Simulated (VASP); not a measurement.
Set up this calculation in VASP 6.6.1, as the native input.

* Task: relaxation of cell and atoms
* Functional: LDA
* Potentials or basis: VASP PAW LDA potentials, release 64 (Li_sv)
* Cutoff: 600 eV
* k mesh: 7 × 7 × 7
* Occupations: fermi-dirac, width 0.05 eV
* Spin: no spin polarisation
* Dipole correction: no
* Further INCAR settings: ALGO = Normal; EDIFF = 1e-06; IBRION = 2; EDIFFG = -0.03; NSW = 80; ISIF = 3

The structure of Li lies in POSCAR:

```
Li
1.0
    3.3618698135      0.0000000000      0.0000000000
    0.0000000000      3.3618698135      0.0000000000
    0.0000000000      0.0000000000      3.3618698135
Li
2
Direct
    0.0000000000      0.0000000000      0.0000000000
    0.5000000000      0.5000000000      0.5000000000
```

The input as run:

INCAR

```
SYSTEM = Li
PREC = Accurate
ENCUT = 600
EDIFF = 1E-6
ISMEAR = -1
SIGMA = 0.05
LREAL = .False.
LASPH = .True.
NELM = 60
ALGO = Normal
ISIF = 3
LWAVE = .False.
LCHARG = .False.
GGA = CA
IBRION = 2
NSW = 80
EDIFFG = -0.03
```

KPOINTS

```
Automatic mesh
0
Gamma
  7 7 7
  0 0 0
```

Potentials or basis: VASP PAW LDA potentials, release 64 (Li_sv).

The run is started by

```console
$ cat potpaw_LDA.64/Li_sv/POTCAR > POTCAR
$ mpirun -np 1 vasp_std > vasp.out
```

It gave:

```yaml
Pressure_after_relaxing: -0.1 GPa
Band_gap_on_the_k_mesh: zero (band 3 reaches 2.46 eV, above the bottom of band 4 at 0.42 eV)
```

Caveat: the cutoff is under 1.25 times the usual one of these potentials, so pressure, stress and relaxed cells hold a basis-set (Pulay) error; the relaxation stopped at its first step, so nothing moved.

Wall time 5.6 s on 1 thread of Intel(R) Xeon(R) Platinum 8259CL CPU @ 2.50GHz (Skylake/Cascade Lake), on a shared host, peak memory 0.13 GiB.
